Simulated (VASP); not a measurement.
Input of a VASP 6.6.1 run:

The input INCAR:

```
ALGO = Fast
EDIFF = 1E-6
EDIFFG = -0.005
ENCUT = 600
GGA = PS
IBRION = 2
ISIF = 3
ISMEAR = 0
LASPH = True
LCHARG = False
LREAL = False
LWAVE = False
NELM = 80
NSW = 100
PREC = Accurate
SIGMA = 0.1
```

File KPOINTS:

```
k-points
0
Gamma
  8 8 8
```

File POSCAR:

```
SiMo3
1.0
    4.8890000000      0.0000000000      0.0000000000
    0.0000000000      4.8890000000      0.0000000000
    0.0000000000      0.0000000000      4.8890000000
Si Mo
2 6
Direct
    0.0000000000      0.0000000000      0.0000000000
    0.5000000000      0.5000000000      0.5000000000
    0.2500000000      0.0000000000      0.5000000000
    0.5000000000      0.7500000000      0.0000000000
    0.7500000000      0.0000000000      0.5000000000
    0.5000000000      0.2500000000      0.0000000000
    0.0000000000      0.5000000000      0.7500000000
    0.0000000000      0.5000000000      0.2500000000
```

Potentials or basis: VASP PAW PBE potentials, release 64 (Si, Mo_sv).

The run is started by

```bash
$ cat potpaw_PBE.64/Si/POTCAR potpaw_PBE.64/Mo_sv/POTCAR > POTCAR
$ mpirun -np 1 vasp_std > vasp.out
```

(1) Predict the relaxed cell.

(2) What does it give for the relaxed volume?

## Answers

(1) a = 4.865 Å, b = 4.865 Å, c = 4.865 Å, α = 90.00°, β = 90.00°, γ = 90.00°.

(2) 14.39 Å³/atom.

Caveat: the PAW data sets were made with another functional, which shifts forces and pressure a little.
